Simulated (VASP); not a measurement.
# NaH (Fm-3m) in VASP: further runs, part 2 of 2

VASP 6.6.1. The steps go on from the part before.

## Step 4: Single point, LDA (volume scaled by 1.04)

Contents of INCAR:

```
SYSTEM = NaH
ALGO = Normal
EDIFF = 1E-7
ENCUT = 520
GGA = CA
ISIF = 2
ISMEAR = -1
LASPH = .True.
LCHARG = .False.
LREAL = .False.
LWAVE = .False.
NBANDS = 11
NELM = 60
PREC = Accurate
SIGMA = 0.05
```

Contents of KPOINTS:

```
k-points
0
Gamma
  9 9 9
  0 0 0
```

Contents of POSCAR:

```
NaH
1.0
    0.0000000000      2.4721089453      2.4721089453
    2.4721089453      0.0000000000      2.4721089453
    2.4721089453      2.4721089453      0.0000000000
Na H
1 1
Direct
    0.0000000000      0.0000000000      0.0000000000
    0.5000000000      0.5000000000      0.5000000000
```

Potentials or basis: VASP PAW LDA potentials, release 64 (Na_pv, H).

Launch:

```
> cat potpaw_LDA.64/Na_pv/POTCAR potpaw_LDA.64/H/POTCAR > POTCAR
> mpirun -np 1 vasp_std > vasp.out
```

OUTCAR:

```text
SYSTEM = NaH
   EDIFF = 1E-7
   ENCUT = 520
   GGA = CA
   ISIF = 2
   ISMEAR = -1
   LASPH = .True.
   LREAL = .False.
   NELM = 60
   PREC = Accurate

 ion  position               nearest neighbor table
   1  0.000  0.000  0.000-
   2  0.500  0.500  0.500-

  LATTYP: Found a face centered cubic cell.
 ALAT       =     4.9442178906

  Lattice vectors:

 A1 = (   0.0000000000,   2.4721089453,   2.4721089453)
 A2 = (   2.4721089453,   0.0000000000,   2.4721089453)
 A3 = (   2.4721089453,   2.4721089453,   0.0000000000)

Analysis of symmetry for initial positions (statically):
=====================================================================
 Subroutine PRICEL returns:
 Original cell was already a primitive cell.

 Routine SETGRP: Setting up the symmetry group for a
 face centered cubic supercell.

 Subroutine GETGRP returns: Found 48 space group operations
 (whereof 48 operations were pure point group operations)
 out of a pool of 48 trial point group operations.

The static configuration has the point symmetry O_h .

Analysis of symmetry for dynamics (positions and initial velocities):
=====================================================================
 Subroutine PRICEL returns:
 Original cell was already a primitive cell.

 Routine SETGRP: Setting up the symmetry group for a
 face centered cubic supercell.

 Subroutine GETGRP returns: Found 48 space group operations
 (whereof 48 operations were pure point group operations)
 out of a pool of 48 trial point group operations.

The dynamic configuration has the point symmetry O_h .

 Subroutine INISYM returns: Found 48 space group operations
 (whereof 48 operations are pure point group operations),
 and found     1 'primitive' translations

----------------------------------------------------------------------------------------

                                     Primitive cell

  volume of cell :      30.2157

  direct lattice vectors                    reciprocal lattice vectors
     0.000000000  2.472108945  2.472108945    -0.202256458  0.202256458  0.202256458
     2.472108945  0.000000000  2.472108945     0.202256458 -0.202256458  0.202256458
     2.472108945  2.472108945  0.000000000     0.202256458  0.202256458 -0.202256458

  length of vectors
     3.496089998  3.496089998  3.496089998     0.350318462  0.350318462  0.350318462

  position of ions in fractional coordinates (direct lattice)
     0.000000000  0.000000000  0.000000000
     0.500000000  0.500000000  0.500000000

  ion indices of the primitive-cell ions
   primitive index   ion index
                 1           1
                 2           2

----------------------------------------------------------------------------------------

 KPOINTS: k-points

Automatic generation of k-mesh.
 Grid dimensions read from file:
 generate k-points for:    9    9    9

 Generating k-lattice:

  Cartesian coordinates                     Fractional coordinates (reciprocal lattice)
    -0.022472940  0.022472940  0.022472940     0.111111111  0.000000000  0.000000000
     0.022472940 -0.022472940  0.022472940     0.000000000  0.111111111  0.000000000
     0.022472940  0.022472940 -0.022472940     0.000000000  0.000000000  0.111111111

  Length of vectors
     0.038924274  0.038924274  0.038924274

  Shift w.r.t. Gamma in fractional coordinates (k-lattice)
     0.000000000  0.000000000  0.000000000

 Subroutine IBZKPT returns following result:
 ===========================================

 Found     35 irreducible k-points:

 Following reciprocal coordinates:
            Coordinates               Weight
  0.000000  0.000000  0.000000      1.000000
  0.111111  0.000000  0.000000      8.000000
  0.222222  0.000000  0.000000      8.000000
  0.333333  0.000000  0.000000      8.000000
  0.444444  0.000000  0.000000      8.000000
  0.111111  0.111111  0.000000      6.000000
[... 16 lines left out ...]
 -0.333333  0.333333  0.000000     12.000000
  0.444444  0.444444  0.000000      6.000000
 [... further k-points ...]
   k-points           NKPTS =     35   k-points in BZ     NKDIM =     35   number of bands    NBANDS=     11
   number of dos      NEDOS =    301   number of ions     NIONS =      2
   total plane-waves  NPLWV =  21952
   dimension x,y,z NGX =    28 NGY =   28 NGZ =   28
   dimension x,y,z NGXF=    56 NGYF=   56 NGZF=   56
   ions per type =               1   1
   NGX,Y,Z   is equivalent  to a cutoff of  13.31, 13.31, 13.31 a.u.
   NGXF,Y,Z  is equivalent  to a cutoff of  26.63, 26.63, 26.63 a.u.
 SYSTEM =  NaH
   PREC   = accura    normal or accurate (medium, high low for compatibility)
   ISTART =      0    job   : 0-new  1-cont  2-samecut
   ICHARG =      2    charge: 1-file 2-atom 10-const
   ISPIN  =      1    spin polarized calculation?
   LNONCOLLINEAR =      F non collinear calculations
   LSORBIT =      F    spin-orbit coupling
   LASPH  =      T    aspherical Exc in radial PAW
   ENCUT  =  520.0 eV  38.22 Ry    6.18 a.u.   6.50  6.50  6.50*2*pi/ulx,y,z
   NELM   =     60;   NELMIN=  2; NELMDL= -5     # of ELM steps
   EDIFF  = 0.1E-06   stopping-criterion for ELM
   LREAL  =      F    real-space projection
   EDIFFG = 0.1E-05   stopping-criterion for IOM
   NSW    =      0    number of steps for IOM
   IBRION =     -1    ionic relax: 0-MD 1-quasi-New 2-CG
   NFREE  =      0    steps in history (QN), initial steepest desc. (CG)
   ISIF   =      2    stress and relaxation
   ISYM   =      2    0-nonsym 1-usesym 2-fastsym
   POTIM  = 0.5000    time-step for ionic-motion
   TEBEG  =    0.0;   TEEND  =   0.0 temperature during run
   PSTRESS=    0.0 pullay stress
   NELECT =       8.0000    total number of electrons
   NUPDOWN=      -1.0000    fix difference up-down
   EMIN   =  10.00;   EMAX   =-10.00  energy-range for DOS
   EFERMI =   0.00;   METHOD = LEGACY
   ISMEAR =    -1;   SIGMA  =   0.05  broadening in eV -4-tet -1-fermi 0-gaus
   EFERMI_NEDOS =   21; number of points for ismear=-14 and -15
   IALGO  =     38    algorithm
   IMIX   =      4    mixing-type and parameters
     AMIX     =   0.40;   BMIX     =  1.00
     AMIX_MAG =   1.60;   BMIX_MAG =  1.00
  volume/ion in A,a.u.               =      15.11       101.95
  Fermi-wavevector in a.u.,A,eV,Ry     =   1.051221  1.986519 15.035320  1.105065
  Thomas-Fermi vector in A             =   2.186255
   LORBIT       =      0    0 simple, 1 ext, 2 COOP (PROOUT), +10 PAW based schemes
   GGA     = CA    functional components
   LHFCALC =     F    Hartree Fock is set to
   AEXX    =    0.0000 exact exchange contribution
   IVDW    =     0    specifies the selected vdW correction
   LEPSILON=     F    determine dielectric tensor
   LRPA    =     F    only Hartree local field effects (RPA)
 non-spin polarized calculation
  energy-cutoff  :      520.00
  volume of cell :       30.22
 maximum number of plane-waves:       869
 NGX is ok and might be reduce to    28

 number of electron       8.0000006 magnetization

 Free energy of the ion-electron system (eV)
  ---------------------------------------------------
  ext. energy  EPLUGINS =         0.00000000
  ---------------------------------------------------
  free energy    TOTEN  =        -5.35850631 eV

  energy without entropy =       -5.35850631  energy(sigma->0) =       -5.35850631

 E-fermi :  -0.3952     XC(G=0):  -7.9941

 val. band max:       -1.4895889228   @ k =  -0.3333   0.4444   0.1111
 cond. band min:       2.1123504200   @ k =  -0.4444   0.1111   0.0000
 fundamental gap:      3.6019393428
 Fermi energy:        -0.3952012854

 k-point     1 :       0.0000    0.0000    0.0000
  band No.  band energies     occupation
      1     -23.7180      2.00000
      2     -23.7180      2.00000
      3     -23.7180      2.00000
      4      -5.0189      2.00000
      5       8.3711      0.00000
      6      13.2773      0.00000
      7      13.2773      0.00000
      8      13.2773      0.00000
      9      14.0875      0.00000
     10      14.0875      0.00000
     11      14.0875      0.00000
[... 309 lines left out ...]
 k-point    24 :       0.4444    0.4444    0.0000
  band No.  band energies     occupation
      1     -23.7853      2.00000
      2     -23.7437      2.00000
      3     -23.7437      2.00000
      4      -1.7909      2.00000
      5       2.9763      0.00000
      6       8.0816      0.00000
      7       8.5559      0.00000
      8       8.5559      0.00000
      9       9.4683      0.00000
     10      20.5991      0.00000
     11      22.3232      0.00000

 [... further k-points ...]

------------------------ aborting loop because EDIFF is reached ----------------------------------------

  FORCE on cell =-STRESS in cart. coord.  units (eV):
  Direction    XX          YY          ZZ          XY          YZ          ZX
  --------------------------------------------------------------------------------------
  -------------------------------------------------------------------------------------
  Total       -0.6170557     -0.6170557     -0.6170557      0.0000000      0.0000000     -0.0000000
  in kB      -32.7191587    -32.7191587    -32.7191587      0.0000000      0.0000000     -0.0000000
  external PRESSURE =     -32.7191587 kB  Pullay stress =       0.0000000 kB

 VOLUME and BASIS-vectors are now :
 -----------------------------------------------------------------------------
  energy-cutoff  :      520.00
  volume of cell :       30.22
      direct lattice vectors                 reciprocal lattice vectors
     0.000000000  2.472108945  2.472108945    -0.202256458  0.202256458  0.202256458
     2.472108945  0.000000000  2.472108945     0.202256458 -0.202256458  0.202256458
     2.472108945  2.472108945  0.000000000     0.202256458  0.202256458 -0.202256458

 POSITION                                       TOTAL-FORCE (eV/Angst)
 -----------------------------------------------------------------------------------
      0.00000      0.00000      0.00000         0.000000     -0.000000      0.000000
      2.47211      2.47211      2.47211         0.000000      0.000000     -0.000000
 -----------------------------------------------------------------------------------
    total drift:                               -0.000000     -0.000000     -0.000000

  FREE ENERGIE OF THE ION-ELECTRON SYSTEM (eV)
  ---------------------------------------------------
  free  energy   TOTEN  =        -5.3585063147 eV

  energy  without entropy=       -5.3585063147  energy(sigma->0) =       -5.35850631
```

stdout:

```text
POSCAR found type information on POSCAR NaH
 POSCAR found :  2 types and       2 ions
 scaLAPACK will be used
 LDA part: xc-table for (Slater(with rela. corr.)+CA(PZ))
 , standard interpolation
 POSCAR, INCAR and KPOINTS ok, starting setup
 FFT: planning ... GRIDC
 FFT: planning ... GRID_SOFT
 FFT: planning ... GRID
 WAVECAR not read
 entering main loop
```

Wall time 8.1 s (1 thread of Intel Xeon Platinum 8259CL at 2.50GHz (Skylake/Cascade Lake), shared host); peak memory 0.13 GiB.

What came out:

| Item | Value |
| --- | --- |
| Free energy | -5.3585 eV |
| Pressure | -3.3 GPa |
| Band gap on the k mesh | 3.60 eV, indirect (least direct gap 4.32 eV) |

Caveat: the cell differs from its parent crystal (volume scaled by 1.04). A k mesh can miss the band edges.

## Step 5: Single point, LDA

Contents of INCAR:

```
  PREC = Accurate
  ENCUT = 520
  EDIFF = 1E-6
  ISMEAR = -1
  SIGMA = 0.05
  LREAL = False
  LASPH = True
  NELM = 60
  ALGO = Normal
  ISIF = 2
  LWAVE = False
  LCHARG = True
  GGA = CA
  LELF = True
  LVHAR = True
  NBANDS = 11
```

Contents of KPOINTS:

```
regular mesh
0
Gamma
  9 9 9
```

Contents of POSCAR:

```
NaH
1.0
    0.0000000000      2.4878552867      2.4878552867
    2.4878552867      0.0000000000      2.4878552867
    2.4878552867      2.4878552867      0.0000000000
Na H
1 1
Direct
    0.0000000000      0.0000000000      0.0000000000
    0.5000000000      0.5000000000      0.5000000000
```

Launch:

```
> cat potpaw_LDA.64/Na_pv/POTCAR potpaw_LDA.64/H/POTCAR > POTCAR
> mpirun -np 1 vasp_std > vasp.out
```

Run time: 8.2 s. Hardware: 1 thread of Intel Xeon Platinum 8259CL at 2.50GHz (Skylake/Cascade Lake), shared host; peak memory 0.14 GiB.

It converged, with:

```yaml
Free_energy: -5.3464 eV
Pressure: -3.5 GPa
Band_gap_on_the_k_mesh: 3.57 eV, indirect (least direct gap 4.28 eV)
```

Levels at points of the mesh, in eV from the valence-band top:
```tsv
k point	band 1	band 2	band 3	band 4	band 5	band 6	band 7	band 8
(0.00, 0.00, 0.00)	-22.26	-22.26	-22.26	-3.48	9.70	14.63	14.63	14.63
```

A k mesh can miss the band edges.

## Step 6: Single point, r2SCAN

This run uses another cell than the first one, of 15.40 Å³/atom, 1.082 times its volume.

POSCAR is that of step 5.

Contents of INCAR.step1:

```
PREC = Accurate
ENCUT = 520
ISMEAR = -1
SIGMA = 0.05
LREAL = False
LASPH = True
NELM = 80
NBANDS = 11
GGA = PE
ALGO = Normal
EDIFF = 1E-4
LWAVE = True
LCHARG = False
```

Contents of INCAR.step2:

```
PREC = Accurate
ENCUT = 520
EDIFF = 1E-7
ISMEAR = -1
SIGMA = 0.05
LREAL = False
LASPH = True
NELM = 80
ALGO = Normal
ISIF = 2
LWAVE = False
LCHARG = False
METAGGA = R2SCAN
LMIXTAU = True
NBANDS = 11
ISTART = 1
```

KPOINTS is that of step 5.

Potentials or basis: VASP PAW PBE potentials, release 64 (Na_pv, H).

Launch:

```
> cat potpaw_PBE.64/Na_pv/POTCAR potpaw_PBE.64/H/POTCAR > POTCAR
> cp INCAR.step1 INCAR
> mpirun -np 1 vasp_std > vasp.out
> cp INCAR.step2 INCAR
> mpirun -np 1 vasp_std > vasp.out
```

OUTCAR:

```text
PREC = Accurate
   ENCUT = 520
   EDIFF = 1E-7
   ISMEAR = -1
   LREAL = False
   LASPH = True
   NELM = 80
   ISIF = 2
   METAGGA = R2SCAN
   ISTART = 1

 ion  position               nearest neighbor table
   1  0.000  0.000  0.000-
   2  0.500  0.500  0.500-

  LATTYP: Found a face centered cubic cell.
 ALAT       =     4.9757105734

  Lattice vectors:

[... 518 lines left out ...]
     10      21.3957      0.00000
     11      23.2591      0.00000

 [... further k-points ...]

------------------------ aborting loop because EDIFF is reached ----------------------------------------

  FORCE on cell =-STRESS in cart. coord.  units (eV):
  Direction    XX          YY          ZZ          XY          YZ          ZX
  --------------------------------------------------------------------------------------
  -------------------------------------------------------------------------------------
  Total       -0.4568364     -0.4568364     -0.4568364      0.0000000      0.0000000     -0.0000000
  in kB      -23.7665406    -23.7665406    -23.7665406      0.0000000      0.0000000     -0.0000000
  external PRESSURE =     -23.7665406 kB  Pullay stress =       0.0000000 kB

 VOLUME and BASIS-vectors are now :
 -----------------------------------------------------------------------------
  energy-cutoff  :      520.00
  volume of cell :       30.80
      direct lattice vectors                 reciprocal lattice vectors
     0.000000000  2.487855287  2.487855287    -0.200976320  0.200976320  0.200976320
     2.487855287  0.000000000  2.487855287     0.200976320 -0.200976320  0.200976320
     2.487855287  2.487855287  0.000000000     0.200976320  0.200976320 -0.200976320

 POSITION                                       TOTAL-FORCE (eV/Angst)
 -----------------------------------------------------------------------------------
      0.00000      0.00000      0.00000         0.000000      0.000000      0.000000
      2.48786      2.48786      2.48786        -0.000000     -0.000000      0.000000
 -----------------------------------------------------------------------------------
    total drift:                               -0.000000      0.000000      0.000000

  FREE ENERGIE OF THE ION-ELECTRON SYSTEM (eV)
  ---------------------------------------------------
  free  energy   TOTEN  =        -7.5746306035 eV

  energy  without entropy=       -7.5746306035  energy(sigma->0) =       -7.57463060
```

OSZICAR.step1:

```text
N       E                     dE             d eps       ncg     rms          rms(c)
DAV:   1     0.381097392896E+02    0.38110E+02   -0.46381E+03   782   0.750E+02
DAV:   2    -0.401705510008E+01   -0.42127E+02   -0.41578E+02   812   0.200E+02
DAV:   3    -0.548541616451E+01   -0.14684E+01   -0.14667E+01   940   0.352E+01
DAV:   4    -0.549560396429E+01   -0.10188E-01   -0.10187E-01   900   0.292E+00
DAV:   5    -0.549570020284E+01   -0.96239E-04   -0.96238E-04   884   0.297E-01    0.313E+00
DAV:   6    -0.515502205005E+01    0.34068E+00   -0.35156E-01   896   0.264E+00    0.142E+00
DAV:   7    -0.506779941322E+01    0.87223E-01   -0.32968E-01   872   0.203E+00    0.363E-01
DAV:   8    -0.507323340806E+01   -0.54340E-02   -0.11051E-02   821   0.915E-01    0.739E-02
DAV:   9    -0.507309070588E+01    0.14270E-03   -0.13315E-03   944   0.356E-01    0.225E-02
DAV:  10    -0.507308003232E+01    0.10674E-04   -0.68424E-05   566   0.518E-02
   1 F= -.50730800E+01 E0= -.50730800E+01  d E =-.110570E-09
```

Wall time 74 s (1 thread of AMD EPYC 7R43 (Zen 3), shared host); peak memory 0.12 GiB.

What came out:

```
Free energy            : -7.5746 eV
Pressure               : -2.4 GPa
Band gap on the k mesh : 4.50 eV, indirect (least direct gap 5.15 eV)
```

Levels at points of the mesh, in eV from the valence-band top:
```
           k point  band 1  band 2  band 3  band 4  band 5  band 6  band 7  band 8  band 9
(0.00, 0.00, 0.00)  -23.01  -23.01  -23.01   -3.26   10.72   15.76   15.76   15.76   16.47
```

Caveat: the PAW data sets were made with another functional, which shifts forces and pressure a little.

## Step 7: Overview

| level | potentials or basis | cell | gap on the mesh (eV) | pressure (GPa) |
| --- | --- | --- | --- | --- |
| LDA | VASP PAW LDA potentials, release 64 (Na_pv, H) | a = 3.428 Å, angles 60.0°, 2 atoms | 3.70 | -2.3 |
| LDA | VASP PAW LDA potentials, release 64 (Na_pv, H) | a = 3.474 Å, angles 60.0°, 2 atoms | 3.63 | -3.0 |
| LDA | VASP PAW LDA potentials, release 64 (Na_pv, H) | a = 3.496 Å, angles 60.0°, 2 atoms | 3.60 | -3.3 |
| LDA | VASP PAW LDA potentials, release 64 (Na_pv, H) | a = 3.518 Å, angles 60.0°, 2 atoms | 3.57 | -3.5 |
| r2SCAN | VASP PAW PBE potentials, release 64 (Na_pv, H) | a = 3.518 Å, angles 60.0°, 2 atoms | 4.50 | -2.4 |

Alike in all rows: task single point; no spin polarisation; k mesh 9 × 9 × 9; cutoff (eV) 520; smearing fermi-dirac 0.05 eV.

Caveats: the PAW data sets were made with another functional, which shifts forces and pressure a little (some runs).

Absolute energies hang on the potentials; compare differences alone.
